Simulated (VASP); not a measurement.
# SnO2 (sol) in VASP: further runs

SnO2 (sol) is run at these levels: PBEsol; tasks: single point.

All numbers are computed with VASP 6.6.1; they aren't measurements. Logs are shortened: lines on timing, memory, paths and dates and some standing lists are left out, and cuts for length are marked.

## (1) The cell of the first run

The structure is orthorhombic, space group Pnnm (No. 58). Conventional cell: a = 4.788 Å, b = 4.867 Å, c = 3.241 Å, α = 90.00°, β = 90.00°, γ = 90.00°. Sn (site symmetry 2/m) has 6 O at 2.09 to 2.10 Å within 2.8 Å. O (site symmetry m) has 3 Sn at 2.09 to 2.10 Å and 1 O at 2.65 Å within 2.8 Å.

## (2) Single point, PBEsol

The input, INCAR:

```
SYSTEM = SnO2
ALGO = Normal
EDIFF = 1E-6
ENCUT = 520
GGA = PS
ISIF = 2
ISMEAR = 0
LASPH = .True.
LCHARG = .True.
LELF = .True.
LREAL = .False.
LVHAR = .True.
LWAVE = .False.
NBANDS = 35
NELM = 60
PREC = Accurate
SIGMA = 0.1
```

The input, KPOINTS:

```
k-points
0
Gamma
  4 4 6
  0 0 0
```

The input, POSCAR:

```
SnO2
1.0
    4.7880040000      0.0000000000      0.0000000000
    0.0000000000      4.8665820000      0.0000000000
    0.0000000000      0.0000000000      3.2408980000
Sn O
2 4
Direct
    0.5000000000      0.5000000000      0.5000000000
    0.0000000000      0.0000000000      0.0000000000
    0.2918550000      0.3210420000      0.0000000000
    0.7918550000      0.1789580000      0.5000000000
    0.2081450000      0.8210420000      0.5000000000
    0.7081450000      0.6789580000      0.0000000000
```

Potentials or basis: VASP PAW PBE potentials, release 64 (Sn_d, O).

Run with:

```
cat potpaw_PBE.64/Sn_d/POTCAR potpaw_PBE.64/O/POTCAR > POTCAR
mpirun -np 1 vasp_std > vasp.out
```

OUTCAR:

```text
SYSTEM = SnO2
   EDIFF = 1E-6
   ENCUT = 520
   GGA = PS
   ISIF = 2
   ISMEAR = 0
   LASPH = .True.
   LREAL = .False.
   NELM = 60
   PREC = Accurate

 ion  position               nearest neighbor table
   1  0.500  0.500  0.500-   3 2.09   6 2.09   3 2.09   6 2.09   5 2.10   4 2.10
   2  0.000  0.000  0.000-   4 2.09   5 2.09   4 2.09   5 2.09   3 2.10   6 2.10
   3  0.292  0.321  0.000-   1 2.09   1 2.09   2 2.10
   4  0.792  0.179  0.500-   2 2.09   2 2.09   1 2.10
   5  0.208  0.821  0.500-   2 2.09   2 2.09   1 2.10
   6  0.708  0.679  0.000-   1 2.09   1 2.09   2 2.10

  LATTYP: Found a simple orthorhombic cell.
 ALAT       =     3.2408980000
 B/A-ratio  =     1.4773695439
 C/A-ratio  =     1.5016152930

  Lattice vectors:

 A1 = (   0.0000000000,   0.0000000000,   3.2408980000)
 A2 = (   4.7880040000,   0.0000000000,   0.0000000000)
 A3 = (   0.0000000000,   4.8665820000,   0.0000000000)

Analysis of symmetry for initial positions (statically):
=====================================================================
 Subroutine PRICEL returns:
 Original cell was already a primitive cell.

 Routine SETGRP: Setting up the symmetry group for a
 simple orthorhombic supercell.

 Subroutine GETGRP returns: Found  8 space group operations
 (whereof  4 operations were pure point group operations)
 out of a pool of  8 trial point group operations.

The static configuration has the point symmetry C_2h.
 The point group associated with its full space group is D_2h.

Analysis of symmetry for dynamics (positions and initial velocities):
=====================================================================
 Subroutine PRICEL returns:
 Original cell was already a primitive cell.

 Routine SETGRP: Setting up the symmetry group for a
 simple orthorhombic supercell.

 Subroutine GETGRP returns: Found  8 space group operations
 (whereof  4 operations were pure point group operations)
 out of a pool of  8 trial point group operations.

The dynamic configuration has the point symmetry C_2h.
 The point group associated with its full space group is D_2h.

 Subroutine INISYM returns: Found  8 space group operations
 (whereof  4 operations are pure point group operations),
 and found     1 'primitive' translations

----------------------------------------------------------------------------------------

                                     Primitive cell

  volume of cell :      75.5169

  direct lattice vectors                    reciprocal lattice vectors
     4.788004000  0.000000000  0.000000000     0.208855298  0.000000000  0.000000000
     0.000000000  4.866582000  0.000000000     0.000000000  0.205483027  0.000000000
     0.000000000  0.000000000  3.240898000     0.000000000  0.000000000  0.308556456

  length of vectors
     4.788004000  4.866582000  3.240898000     0.208855298  0.205483027  0.308556456

  position of ions in fractional coordinates (direct lattice)
     0.500000000  0.500000000  0.500000000
     0.000000000  0.000000000  0.000000000
     0.291855000  0.321042000  0.000000000
     0.791855000  0.178958000  0.500000000
     0.208145000  0.821042000  0.500000000
     0.708145000  0.678958000  0.000000000

  ion indices of the primitive-cell ions
   primitive index   ion index
                 1           1
                 2           2
                 3           3
                 4           4
                 5           5
                 6           6

----------------------------------------------------------------------------------------

 KPOINTS: k-points

Automatic generation of k-mesh.
 Grid dimensions read from file:
 generate k-points for:    4    4    6

 Generating k-lattice:

  Cartesian coordinates                     Fractional coordinates (reciprocal lattice)
     0.052213824  0.000000000  0.000000000     0.250000000  0.000000000  0.000000000
     0.000000000  0.051370757  0.000000000     0.000000000  0.250000000  0.000000000
     0.000000000  0.000000000  0.051426076     0.000000000  0.000000000  0.166666667

  Length of vectors
     0.052213824  0.051370757  0.051426076

  Shift w.r.t. Gamma in fractional coordinates (k-lattice)
     0.000000000  0.000000000  0.000000000

 Subroutine IBZKPT returns following result:
 ===========================================

 Found     36 irreducible k-points:

 Following reciprocal coordinates:
            Coordinates               Weight
  0.000000  0.000000  0.000000      1.000000
  0.250000  0.000000  0.000000      2.000000
  0.500000  0.000000  0.000000      1.000000
  0.000000  0.250000  0.000000      2.000000
  0.250000  0.250000  0.000000      4.000000
  0.500000  0.250000  0.000000      2.000000
[... 16 lines left out ...]
  0.250000  0.250000  0.333333      8.000000
  0.500000  0.250000  0.333333      4.000000
 [... further k-points ...]
   k-points           NKPTS =     36   k-points in BZ     NKDIM =     36   number of bands    NBANDS=     35
   number of dos      NEDOS =    301   number of ions     NIONS =      6
   total plane-waves  NPLWV =  31104
   dimension x,y,z NGX =    36 NGY =   36 NGZ =   24
   dimension x,y,z NGXF=    72 NGYF=   72 NGZF=   48
   ions per type =               2   4
   NGX,Y,Z   is equivalent  to a cutoff of  12.50, 12.30, 12.31 a.u.
   NGXF,Y,Z  is equivalent  to a cutoff of  25.00, 24.60, 24.62 a.u.
 SYSTEM =  SnO2
   PREC   = accura    normal or accurate (medium, high low for compatibility)
   ISTART =      0    job   : 0-new  1-cont  2-samecut
   ICHARG =      2    charge: 1-file 2-atom 10-const
   ISPIN  =      1    spin polarized calculation?
   LNONCOLLINEAR =      F non collinear calculations
   LSORBIT =      F    spin-orbit coupling
   LASPH  =      T    aspherical Exc in radial PAW
   ENCUT  =  520.0 eV  38.22 Ry    6.18 a.u.   8.90  9.05  6.03*2*pi/ulx,y,z
   NELM   =     60;   NELMIN=  2; NELMDL= -5     # of ELM steps
   EDIFF  = 0.1E-05   stopping-criterion for ELM
   LREAL  =      F    real-space projection
   EDIFFG = 0.1E-04   stopping-criterion for IOM
   NSW    =      0    number of steps for IOM
   IBRION =     -1    ionic relax: 0-MD 1-quasi-New 2-CG
   NFREE  =      0    steps in history (QN), initial steepest desc. (CG)
   ISIF   =      2    stress and relaxation
   ISYM   =      2    0-nonsym 1-usesym 2-fastsym
   POTIM  = 0.5000    time-step for ionic-motion
   TEBEG  =    0.0;   TEEND  =   0.0 temperature during run
   PSTRESS=    0.0 pullay stress
   NELECT =      52.0000    total number of electrons
   NUPDOWN=      -1.0000    fix difference up-down
   EMIN   =  10.00;   EMAX   =-10.00  energy-range for DOS
   EFERMI =   0.00;   METHOD = LEGACY
   ISMEAR =     0;   SIGMA  =   0.10  broadening in eV -4-tet -1-fermi 0-gaus
   EFERMI_NEDOS =   21; number of points for ismear=-14 and -15
   IALGO  =     38    algorithm
   IMIX   =      4    mixing-type and parameters
     AMIX     =   0.40;   BMIX     =  1.00
     AMIX_MAG =   1.60;   BMIX_MAG =  1.00
  volume/ion in A,a.u.               =      12.59        84.94
  Fermi-wavevector in a.u.,A,eV,Ry     =   1.445644  2.731871 28.434627  2.089886
  Thomas-Fermi vector in A             =   2.563802
   LORBIT       =      0    0 simple, 1 ext, 2 COOP (PROOUT), +10 PAW based schemes
   GGA     = PS    functional components
   LHFCALC =     F    Hartree Fock is set to
   AEXX    =    0.0000 exact exchange contribution
   IVDW    =     0    specifies the selected vdW correction
   LEPSILON=     F    determine dielectric tensor
   LRPA    =     F    only Hartree local field effects (RPA)
 non-spin polarized calculation
 Gauss-broadening in eV      SIGMA  =   0.10
  energy-cutoff  :      520.00
  volume of cell :       75.52
 maximum number of plane-waves:      2060
 NGX is ok and might be reduce to    36
   NGX = 17   NGY = 19   NGZ = 13

 number of electron      51.9999998 magnetization

 Free energy of the ion-electron system (eV)
  ---------------------------------------------------
  ext. energy  EPLUGINS =         0.00000000
  ---------------------------------------------------
  free energy    TOTEN  =       -39.61772329 eV

  energy without entropy =      -39.61772329  energy(sigma->0) =      -39.61772329

 E-fermi :   5.6506     XC(G=0): -11.2533

 val. band max:        5.2909451880   @ k =   0.0000   0.0000   0.0000
 cond. band min:       6.0100082777   @ k =   0.0000   0.0000   0.0000
 fundamental gap:      0.7190630897
 Fermi energy:         5.6505842522

 k-point     1 :       0.0000    0.0000    0.0000
  band No.  band energies     occupation
      1     -15.5498      2.00000
      2     -14.8875      2.00000
      3     -14.6867      2.00000
      4     -14.6615      2.00000
      5     -14.6581      2.00000
      6     -14.5911      2.00000
[... 27 lines left out ...]
     34      16.9081      0.00000
     35      17.2808      0.00000

 k-point     2 :       0.2500    0.0000    0.0000
  band No.  band energies     occupation
      1     -15.4665      2.00000
      2     -14.9844      2.00000
      3     -14.6846      2.00000
      4     -14.6581      2.00000
      5     -14.6555      2.00000
      6     -14.6419      2.00000
[... 27 lines left out ...]
     34      17.1433      0.00000
     35      17.4516      0.00000

 k-point     3 :       0.5000    0.0000    0.0000
  band No.  band energies     occupation
      1     -15.2412      2.00000
      2     -15.2412      2.00000
      3     -14.6760      2.00000
      4     -14.6760      2.00000
      5     -14.6537      2.00000
      6     -14.6537      2.00000
[... 27 lines left out ...]
     34      17.2057      0.00000
     35      17.6436      0.00000
[... 723 lines left out ...]
 k-point    23 :       0.2500    0.2500    0.3333
  band No.  band energies     occupation
      1     -15.3750      2.00000
      2     -15.1951      2.00000
      3     -15.0176      2.00000
      4     -14.6891      2.00000
      5     -14.5552      2.00000
      6     -14.5341      2.00000
[... 27 lines left out ...]
     34      16.9365      0.00000
     35      17.1977      0.00000

 k-point    24 :       0.5000    0.2500    0.3333
  band No.  band energies     occupation
      1     -15.3106      2.00000
      2     -15.3106      2.00000
      3     -14.8482      2.00000
      4     -14.8482      2.00000
      5     -14.5468      2.00000
      6     -14.5468      2.00000
[... 27 lines left out ...]
     34      16.3672      0.00000
     35      17.7541      0.00000

 [... further k-points ...]
[... 5 lines left out ...]
  --------------------------------------------------------------------------------------
  -------------------------------------------------------------------------------------
  Total       -2.5123350     -2.6280733     -3.0157106      0.0000000      0.0000000      0.0000000
  in kB      -53.3020873    -55.7576089    -63.9817826      0.0000000      0.0000000      0.0000000
  external PRESSURE =     -57.6804929 kB  Pullay stress =       0.0000000 kB

 VOLUME and BASIS-vectors are now :
 -----------------------------------------------------------------------------
  energy-cutoff  :      520.00
  volume of cell :       75.52
      direct lattice vectors                 reciprocal lattice vectors
     4.788004000  0.000000000  0.000000000     0.208855298  0.000000000  0.000000000
     0.000000000  4.866582000  0.000000000     0.000000000  0.205483027  0.000000000
     0.000000000  0.000000000  3.240898000     0.000000000  0.000000000  0.308556456

 POSITION                                       TOTAL-FORCE (eV/Angst)
 -----------------------------------------------------------------------------------
      2.39400      2.43329      1.62045         0.000000      0.000000      0.000000
      0.00000      0.00000      0.00000         0.000000      0.000000      0.000000
      1.39740      1.56238      0.00000         0.102362     -0.018440      0.000000
      3.79140      0.87091      1.62045         0.102362      0.018440      0.000000
      0.99660      3.99567      1.62045        -0.102362     -0.018440      0.000000
      3.39060      3.30420      0.00000        -0.102362      0.018440     -0.000000
 -----------------------------------------------------------------------------------
    total drift:                                0.000000      0.000000      0.000000

  FREE ENERGIE OF THE ION-ELECTRON SYSTEM (eV)
  ---------------------------------------------------
  free  energy   TOTEN  =       -39.6177232909 eV

  energy  without entropy=      -39.6177232880  energy(sigma->0) =      -39.61772329
```

It took 62 s on 1 thread of Intel Xeon Platinum 8259CL at 2.50GHz (Skylake/Cascade Lake), shared host; peak memory 0.22 GiB.

Results:

```
Free energy            : -39.6177 eV
Pressure               : -5.8 GPa
Largest force          : 0.104 eV/Å
Band gap on the k mesh : 0.72 eV, direct
```

Forces in eV/Å, atoms in the order of the input:
```
Sn   0.000  0.000  0.000
Sn   0.000  0.000  0.000
O    0.102 -0.018  0.000
O    0.102  0.018  0.000
O   -0.102 -0.018  0.000
O   -0.102  0.018  0.000
```

Stress tensor (GPa, compression positive):
```
-5.33  0.00  0.00
 0.00 -5.58  0.00
 0.00  0.00 -6.40
```

Caveat: the PAW data sets were made with another functional, which shifts forces and pressure a little; spin-orbit coupling is left out, which moves the levels of the heavy elements.

## (3) Single point, PBEsol

This run uses another cell than the first one, of 12.17 Å³/atom, 0.967 times its volume.

The input, INCAR:

```
SYSTEM = SnO2
ALGO     = Normal         ! electronic algorithm
EDIFF    = 1E-7           ! SCF threshold, eV
ENCUT    = 520            ! plane-wave cutoff, eV
GGA      = PS             ! functional
ISIF     = 2              ! what is computed and relaxed
ISMEAR   = 0              ! smearing method
LASPH    = .TRUE.         ! aspherical terms in the spheres
LCHARG   = .FALSE.        ! write CHGCAR
LREAL    = .FALSE.        ! projectors in reciprocal space
LWAVE    = .FALSE.        ! write WAVECAR
NBANDS   = 35             ! bands
NELM     = 100            ! most SCF steps
PREC     = Accurate       ! precision mode
SIGMA    = 0.02           ! smearing width, eV
```

The input, KPOINTS:

```
k-points
0
G
  6 6 8
  0 0 0
```

The input, POSCAR:

```
SnO2
1.0
    4.7682881645      0.0000000000      0.0000000000
    0.0000000000      4.7689206918      0.0000000000
    0.0000000000      0.0000000000      3.2113930793
Sn O
2 4
Direct
    0.5000000000      0.5000000000      0.5000000000
    0.0000000000      0.0000000000      0.0000000000
    0.3062530895      0.3063391621      0.0000000000
    0.8062530895      0.1936608379      0.5000000000
    0.1937469105      0.8063391621      0.5000000000
    0.6937469105      0.6936608379      0.0000000000
```

Potentials or basis: VASP PAW PBE potentials, release 64 (Sn_d, O).

Run with:

```
cat potpaw_PBE.64/Sn_d/POTCAR potpaw_PBE.64/O/POTCAR > POTCAR
mpirun -np 1 vasp_std > vasp.out
```

It took 2.1 min on 1 thread of Intel Xeon Platinum 8259CL at 2.50GHz (Skylake/Cascade Lake), shared host; peak memory 0.28 GiB.

It converged, with:

- Free energy: -39.6697 eV
- Pressure: 0.7 GPa
- Largest force: 0.020 eV/Å
- Band gap on the k mesh: 0.92 eV, direct

Forces on the atoms (eV/Å):
```
Sn   0.000  0.000  0.000
Sn   0.000  0.000  0.000
O   -0.014 -0.014  0.000
O   -0.014  0.014  0.000
O    0.014 -0.014  0.000
O    0.014  0.014  0.000
```

Stress tensor (GPa, compression positive):
```
0.63 0.00 0.00
0.00 0.62 0.00
0.00 0.00 0.99
```

Levels at points of the mesh, in eV from the valence-band top:
| k point | band 23 | band 24 | band 25 | band 26 | band 27 | band 28 | band 29 | band 30 |
| --- | --- | --- | --- | --- | --- | --- | --- | --- |
| (0.00, 0.00, 0.00) | -1.27 | -0.78 | -0.78 | 0.00 | 0.92 | 5.85 | 6.04 | 6.04 |
| (0.50, 0.00, 0.00) | -1.22 | -1.22 | -0.63 | -0.63 | 4.13 | 4.13 | 6.80 | 6.80 |
| (0.00, 0.50, 0.00) | -1.22 | -1.22 | -0.63 | -0.63 | 4.14 | 4.14 | 6.80 | 6.80 |
| (0.50, 0.50, 0.00) | -1.35 | -1.35 | -0.89 | -0.89 | 4.54 | 4.54 | 7.23 | 7.23 |
| (0.00, 0.00, 0.50) | -1.65 | -1.65 | -1.25 | -1.25 | 5.87 | 5.87 | 9.44 | 9.44 |
| (0.50, 0.00, 0.50) | -1.09 | -1.09 | -0.73 | -0.73 | 6.15 | 6.15 | 7.73 | 7.73 |
| (0.00, 0.50, 0.50) | -1.09 | -1.09 | -0.73 | -0.73 | 6.15 | 6.15 | 7.73 | 7.73 |
| (0.50, 0.50, 0.50) | -0.96 | -0.96 | -0.82 | -0.82 | 4.55 | 4.55 | 8.61 | 8.61 |

Caveat: the PAW data sets were made with another functional, which shifts forces and pressure a little; spin-orbit coupling is left out, which moves the levels of the heavy elements.
